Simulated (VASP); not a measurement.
# TaN (Fm-3m) in VASP: further runs, part 2 of 2

VASP 6.6.1. The steps go on from the part before.

### 3 Relaxation of cell and atoms, PBEsol, target pressure 20 GPa, at which the enthalpy is minimised

INCAR reads:

```
  ALGO = Normal
  EDIFF = 1E-7
  EDIFFG = -0.005
  ENCUT = 600
  GGA = PS
  IBRION = 2
  ISIF = 3
  ISMEAR = -1
  LASPH = T
  LCHARG = F
  LREAL = F
  LWAVE = F
  NELM = 100
  NSW = 80
  PREC = Accurate
  PSTRESS = 200.0
  SIGMA = 0.05
```

KPOINTS reads:

```
k-points
0
Gamma
  10 10 10
```

POSCAR reads:

```
TaN
1.0
    0.0000000000      2.2113230000      2.2113230000
    2.2113230000      0.0000000000      2.2113230000
    2.2113230000      2.2113230000      0.0000000000
Ta N
1 1
Direct
    0.5000000000      0.5000000000      0.5000000000
    0.0000000000      0.0000000000      0.0000000000
```

Potentials or basis: VASP PAW PBE potentials, release 64 (Ta_pv, N).

Launch:

```console
> cat potpaw_PBE.64/Ta_pv/POTCAR potpaw_PBE.64/N/POTCAR > POTCAR
> mpirun -np 1 vasp_std > vasp.out
```

OUTCAR:

```text
EDIFF = 1E-7
   EDIFFG = -0.005
   ENCUT = 600
   GGA = PS
   IBRION = 2
   ISIF = 3
   ISMEAR = -1
   LASPH = T
   LREAL = F
   NELM = 100
   NSW = 80
   PREC = Accurate
   PSTRESS = 200.0

 ion  position               nearest neighbor table
   1  0.500  0.500  0.500-   2 2.21   2 2.21   2 2.21   2 2.21   2 2.21   2 2.21
   2  0.000  0.000  0.000-   1 2.21   1 2.21   1 2.21   1 2.21   1 2.21   1 2.21

  LATTYP: Found a face centered cubic cell.
 ALAT       =     4.4226460000

  Lattice vectors:

 A1 = (   0.0000000000,   2.2113230000,   2.2113230000)
 A2 = (   2.2113230000,   0.0000000000,   2.2113230000)
 A3 = (   2.2113230000,   2.2113230000,   0.0000000000)

Analysis of symmetry for initial positions (statically):
=====================================================================
 Subroutine PRICEL returns:
 Original cell was already a primitive cell.

 Routine SETGRP: Setting up the symmetry group for a
 face centered cubic supercell.

 Subroutine GETGRP returns: Found 48 space group operations
 (whereof 48 operations were pure point group operations)
 out of a pool of 48 trial point group operations.

The static configuration has the point symmetry O_h .

Analysis of symmetry for dynamics (positions and initial velocities):
=====================================================================
 Subroutine PRICEL returns:
 Original cell was already a primitive cell.

 Routine SETGRP: Setting up the symmetry group for a
 face centered cubic supercell.

 Subroutine GETGRP returns: Found 48 space group operations
 (whereof 48 operations were pure point group operations)
 out of a pool of 48 trial point group operations.

The dynamic configuration has the point symmetry O_h .

 Subroutine INISYM returns: Found 48 space group operations
 (whereof 48 operations are pure point group operations),
 and found     1 'primitive' translations

----------------------------------------------------------------------------------------

                                     Primitive cell

  volume of cell :      21.6265

  direct lattice vectors                    reciprocal lattice vectors
     0.000000000  2.211323000  2.211323000    -0.226108985  0.226108985  0.226108985
     2.211323000  0.000000000  2.211323000     0.226108985 -0.226108985  0.226108985
     2.211323000  2.211323000  0.000000000     0.226108985  0.226108985 -0.226108985

  length of vectors
     3.127282977  3.127282977  3.127282977     0.391632251  0.391632251  0.391632251

  position of ions in fractional coordinates (direct lattice)
     0.500000000  0.500000000  0.500000000
     0.000000000  0.000000000  0.000000000

  ion indices of the primitive-cell ions
   primitive index   ion index
                 1           1
                 2           2

----------------------------------------------------------------------------------------

 KPOINTS: k-points

Automatic generation of k-mesh.
 Grid dimensions read from file:
 generate k-points for:   10   10   10

 Generating k-lattice:

  Cartesian coordinates                     Fractional coordinates (reciprocal lattice)
    -0.022610899  0.022610899  0.022610899     0.100000000  0.000000000  0.000000000
     0.022610899 -0.022610899  0.022610899     0.000000000  0.100000000  0.000000000
     0.022610899  0.022610899 -0.022610899     0.000000000  0.000000000  0.100000000

  Length of vectors
     0.039163225  0.039163225  0.039163225

  Shift w.r.t. Gamma in fractional coordinates (k-lattice)
     0.000000000  0.000000000  0.000000000

 Subroutine IBZKPT returns following result:
 ===========================================

 Found     47 irreducible k-points:

 Following reciprocal coordinates:
            Coordinates               Weight
  0.000000  0.000000  0.000000      1.000000
  0.100000  0.000000  0.000000      8.000000
  0.200000  0.000000  0.000000      8.000000
  0.300000  0.000000  0.000000      8.000000
  0.400000  0.000000  0.000000      8.000000
  0.500000  0.000000  0.000000      4.000000
[... 16 lines left out ...]
  0.300000  0.300000  0.000000      6.000000
  0.400000  0.300000  0.000000     24.000000
 [... further k-points ...]
   k-points           NKPTS =     47   k-points in BZ     NKDIM =     47   number of bands    NBANDS=     12
   number of dos      NEDOS =    301   number of ions     NIONS =      2
   total plane-waves  NPLWV =  21952
   dimension x,y,z NGX =    28 NGY =   28 NGZ =   28
   dimension x,y,z NGXF=    56 NGYF=   56 NGZF=   56
   ions per type =               1   1
   NGX,Y,Z   is equivalent  to a cutoff of  14.88, 14.88, 14.88 a.u.
   NGXF,Y,Z  is equivalent  to a cutoff of  29.77, 29.77, 29.77 a.u.
 SYSTEM =  unknown system
   PREC   = accura    normal or accurate (medium, high low for compatibility)
   ISTART =      0    job   : 0-new  1-cont  2-samecut
   ICHARG =      2    charge: 1-file 2-atom 10-const
   ISPIN  =      1    spin polarized calculation?
   LNONCOLLINEAR =      F non collinear calculations
   LSORBIT =      F    spin-orbit coupling
   LASPH  =      T    aspherical Exc in radial PAW
   ENCUT  =  600.0 eV  44.10 Ry    6.64 a.u.   6.25  6.25  6.25*2*pi/ulx,y,z
   NELM   =    100;   NELMIN=  2; NELMDL= -5     # of ELM steps
   EDIFF  = 0.1E-06   stopping-criterion for ELM
   LREAL  =      F    real-space projection
   EDIFFG = -.5E-02   stopping-criterion for IOM
   NSW    =     80    number of steps for IOM
   IBRION =      2    ionic relax: 0-MD 1-quasi-New 2-CG
   NFREE  =      1    steps in history (QN), initial steepest desc. (CG)
   ISIF   =      3    stress and relaxation
   ISYM   =      2    0-nonsym 1-usesym 2-fastsym
   POTIM  = 0.5000    time-step for ionic-motion
   TEBEG  =    0.0;   TEEND  =   0.0 temperature during run
   PSTRESS=  200.0 pullay stress
   NELECT =      16.0000    total number of electrons
   NUPDOWN=      -1.0000    fix difference up-down
   EMIN   =  10.00;   EMAX   =-10.00  energy-range for DOS
   EFERMI =   0.00;   METHOD = LEGACY
   ISMEAR =    -1;   SIGMA  =   0.05  broadening in eV -4-tet -1-fermi 0-gaus
   EFERMI_NEDOS =   21; number of points for ismear=-14 and -15
   IALGO  =     38    algorithm
   IMIX   =      4    mixing-type and parameters
     AMIX     =   0.40;   BMIX     =  1.00
     AMIX_MAG =   1.60;   BMIX_MAG =  1.00
  volume/ion in A,a.u.               =      10.81        72.97
  Fermi-wavevector in a.u.,A,eV,Ry     =   1.480651  2.798024 29.828417  2.192327
  Thomas-Fermi vector in A             =   2.594659
   LORBIT       =      0    0 simple, 1 ext, 2 COOP (PROOUT), +10 PAW based schemes
   GGA     = PS    functional components
   LHFCALC =     F    Hartree Fock is set to
   AEXX    =    0.0000 exact exchange contribution
   IVDW    =     0    specifies the selected vdW correction
   LEPSILON=     F    determine dielectric tensor
   LRPA    =     F    only Hartree local field effects (RPA)
 conjugate gradient relaxation of ions
 non-spin polarized calculation
  energy-cutoff  :      600.00
  volume of cell :       21.63
 maximum number of plane-waves:       740
 NGX is ok and might be reduce to    28
   NGX = 13   NGY = 13   NGZ = 13

--------------------------------------- Ionic step        1  -------------------------------------------

 number of electron      15.9999999 magnetization

 Free energy of the ion-electron system (eV)
  ---------------------------------------------------
  ext. energy  EPLUGINS =         0.00000000
  ---------------------------------------------------
  free energy    TOTEN  =       -23.21029461 eV

  energy without entropy =      -23.20411939  energy(sigma->0) =      -23.20720700

 E-fermi :   9.2099     XC(G=0): -13.4968

 val. band max:        9.2015227861   @ k =   0.0000   0.0000   0.0000
 cond. band min:       9.2488715819   @ k =  -0.3000   0.3000   0.1000
 fundamental gap:      0.0473487959
 Fermi energy:         9.2099132417

 k-point     1 :       0.0000    0.0000    0.0000
  band No.  band energies     occupation
      1     -26.5652      2.00000
      2     -26.5652      2.00000
      3     -26.5652      2.00000
      4      -9.4744      2.00000
      5       5.4499      2.00000
      6       5.4499      2.00000
      7       5.4499      2.00000
      8       7.0985      2.00000
      9       7.0985      2.00000
     10       7.0985      2.00000
     11       9.2015      1.08371
     12       9.2015      1.08371
[... 494 lines left out ...]
  enthalpy is  TOTEN    =       -20.6771408996 eV   P V=        2.4971597656

--------------------------------------- Ionic step        5  -------------------------------------------

 number of electron      16.0000000 magnetization

 Free energy of the ion-electron system (eV)
  ---------------------------------------------------
  ext. energy  EPLUGINS =         0.00000000
  ---------------------------------------------------
  free energy    TOTEN  =       -23.16977231 eV

  energy without entropy =      -23.16420713  energy(sigma->0) =      -23.16698972

 E-fermi :  10.1267     XC(G=0): -13.9392

 val. band max:       10.0277604244   @ k =  -0.2000   0.2000   0.0000
 cond. band min:      10.1361300505   @ k =   0.0000   0.0000   0.0000
 fundamental gap:      0.1083696261
 Fermi energy:        10.1267193036

 k-point     1 :       0.0000    0.0000    0.0000
  band No.  band energies     occupation
      1     -25.4924      2.00000
      2     -25.4924      2.00000
      3     -25.4924      2.00000
      4      -9.2203      2.00000
      5       6.1417      2.00000
      6       6.1417      2.00000
      7       6.1417      2.00000
      8       7.7843      2.00000
      9       7.7843      2.00000
     10       7.7843      2.00000
     11      10.1361      0.90617
     12      10.1361      0.90617
[... 374 lines left out ...]
  FREE ENERGIE OF THE ION-ELECTRON SYSTEM (eV)
  ---------------------------------------------------
  free  energy   TOTEN  =       -23.1697723142 eV

  energy  without entropy=      -23.1642071329  energy(sigma->0) =      -23.16698972

  enthalpy is  TOTEN    =       -20.6772356715 eV   P V=        2.4925366427

 reached required accuracy - stopping structural energy minimisation
```

OSZICAR:

```text
N       E                     dE             d eps       ncg     rms          rms(c)
DAV:   1     0.996467752392E+02    0.99647E+02   -0.10216E+04  1128   0.159E+03
DAV:   2    -0.215757859837E+02   -0.12122E+03   -0.11393E+03  1260   0.371E+02
DAV:   3    -0.259306314319E+02   -0.43548E+01   -0.42379E+01  1512   0.645E+01
[... 46 lines left out ...]
DAV:   2    -0.231698190984E+02    0.17647E-03   -0.22703E-04  1196   0.183E-01    0.769E-02
DAV:   3    -0.231697708235E+02    0.48275E-04   -0.14306E-04  1272   0.143E-01    0.122E-02
DAV:   4    -0.231697717710E+02   -0.94752E-06   -0.15575E-06  1372   0.148E-02    0.453E-03
DAV:   5    -0.231697722725E+02   -0.50153E-06   -0.34294E-07  1364   0.583E-03    0.116E-03
DAV:   6    -0.231697723142E+02   -0.41663E-07   -0.20976E-08   564   0.155E-03
   5 F= -.20677236E+02 E0= -.20674453E+02  d E =-.166582E+00
```

Run time: 84 s. Hardware: 1 thread of Intel Xeon Platinum 8175M at 2.50GHz (Skylake/Cascade Lake), shared host; peak memory 0.18 GiB.

What came out:

```yaml
Free_energy: -23.1698 eV
Relaxed_volume: 9.98 Å³/atom
Relaxed_cell: a = 3.045 Å, b = 3.045 Å, c = 3.045 Å, α = 60.00°, β = 60.00°, γ = 60.00°
Space_group_after_relaxing_to_0.05_Å: Fm-3m (No. 225)
Energy_change_on_relaxing_the_enthalpy_is_what_falls: +20.3 meV/atom
Ionic_steps: 5
Pressure_after_relaxing: 20.0 GPa
Band_gap_on_the_k_mesh: zero (band 8 reaches 12.21 eV, above the bottom of band 9 at 7.78 eV)
```

The path:
| step | energy change (eV) | largest force (eV/Å) | pressure (GPa) | volume (Å³) |
| --- | --- | --- | --- | --- |
| 1 | 0.0000 | 0.0000 | -10.01 | 21.63 |
| 2 | 2.2689 | 0.0000 | 184.64 | 15.89 |
| 3 | 0.0238 | 0.0000 | 16.83 | 20.11 |
| 4 | 0.0360 | 0.0000 | 19.18 | 20.00 |
| 5 | 0.0405 | 0.0000 | 20.01 | 19.97 |

Final structure:
```cif
data_structure
_symmetry_space_group_name_H-M 'P 1'
_symmetry_Int_Tables_number 1
_cell_length_a 3.0452
_cell_length_b 3.0452
_cell_length_c 3.0452
_cell_angle_alpha 60.000
_cell_angle_beta 60.000
_cell_angle_gamma 60.000
_cell_volume 19.97
loop_
_atom_site_label
_atom_site_type_symbol
_atom_site_fract_x
_atom_site_fract_y
_atom_site_fract_z
_atom_site_occupancy
Ta1 Ta 0.50000 0.50000 0.50000 1
N1 N 0.00000 0.00000 0.00000 1
```

Levels at points of the mesh, in eV from the Fermi level:
```csv
k point,band 4,band 5,band 6,band 7,band 8,band 9,band 10,band 11,band 12
"(0.00, 0.00, 0.00)",-19.35,-3.99,-3.99,-3.99,-2.34,-2.34,-2.34,0.01,0.01
"(0.50, 0.00, 0.00)",-15.86,-10.95,-8.07,-8.07,2.08,2.08,2.19,3.99,8.22
"(0.50, 0.50, 0.00)",-18.06,-6.76,-5.98,-4.77,-4.77,2.27,3.90,3.90,5.24
```

Caveat: the cell is relaxed towards a set pressure, so the enthalpy falls and the energy may rise; the PAW data sets were made with another functional, which shifts forces and pressure a little; spin-orbit coupling is left out, which moves the levels of the heavy elements.
